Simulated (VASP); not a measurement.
A run of VASP 6.6.1:

Contents of INCAR:

```
SYSTEM = BeS
PREC = Accurate
ENCUT = 520
EDIFF = 1E-8
ISMEAR = -1
SIGMA = 0.03
LREAL = .False.
LASPH = .True.
NELM = 60
ALGO = Normal
ISIF = 2
LWAVE = .False.
LCHARG = .False.
GGA = PE
LEFG = .True.
NBANDS = 11
```

KPOINTS

```
Automatic mesh
0
Gamma
  10 10 10
  0 0 0
```

Contents of POSCAR:

```
BeS
1.0
    0.0000000000      2.4250000000      2.4250000000
    2.4250000000      0.0000000000      2.4250000000
    2.4250000000      2.4250000000      0.0000000000
Be S
1 1
Direct
    0.0000000000      0.0000000000      0.0000000000
    0.2500000000      0.2500000000      0.2500000000
```

Potentials or basis: VASP PAW PBE potentials, release 64 (Be, S).

Launch:

```sh
$ cat potpaw_PBE.64/Be/POTCAR potpaw_PBE.64/S/POTCAR > POTCAR
$ mpirun -np 1 vasp_std > vasp.out
```

Hardware: 1 thread of Intel(R) Xeon(R) 6975P-C (Granite Rapids), on a shared host.

**Question.** Estimate the wall time of this run.

**Answer.** Wall time 8.3 s on 1 thread of Intel(R) Xeon(R) 6975P-C (Granite Rapids), on a shared host, peak memory 0.15 GiB. Counts: scf iterations 15, k points 47.
